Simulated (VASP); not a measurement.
ZnSe (NiAs type), 4 atoms in the cell. It takes space group P6_3/mmc (No. 194, hexagonal). Conventional cell: a = 3.526 Å, b = 3.526 Å, c = 5.802 Å, α = 90.00°, β = 90.00°, γ = 120.00°. Within 3.3 Å of Zn (site symmetry -3m) lie 6 Se at 2.50 Å and 2 Zn at 2.90 Å. Se (site symmetry -6m2) has 6 Zn at 2.50 Å within 3.3 Å. 

- Program: VASP 6.6.1
- Task: single point
- Functional: PBE
- Potentials or basis: VASP PAW PBE potentials, release 64 (Zn, Se)
- Cutoff: 520 eV
- k mesh: 10 × 10 × 6
- Occupations: fermi-dirac, width 0.08 eV
- Spin: no spin polarisation
- Dipole correction: no
- Further INCAR settings: ALGO = Normal; EDIFF = 1e-07; NBANDS = 26

Potentials or basis: VASP PAW PBE potentials, release 64 (Zn, Se).

Command:

```console
$ cat potpaw_PBE.64/Zn/POTCAR potpaw_PBE.64/Se/POTCAR > POTCAR
$ mpirun -np 1 vasp_std > vasp.out
```

Hardware: 1 thread of AMD EPYC 7R13, on a shared host.

Question: How long does it take, and how much memory?

Answer: Run time: 2.9 min on 1 thread of AMD EPYC 7R13, on a shared host, peak memory 0.2 GiB. Counts: scf iterations 15, k points 56.
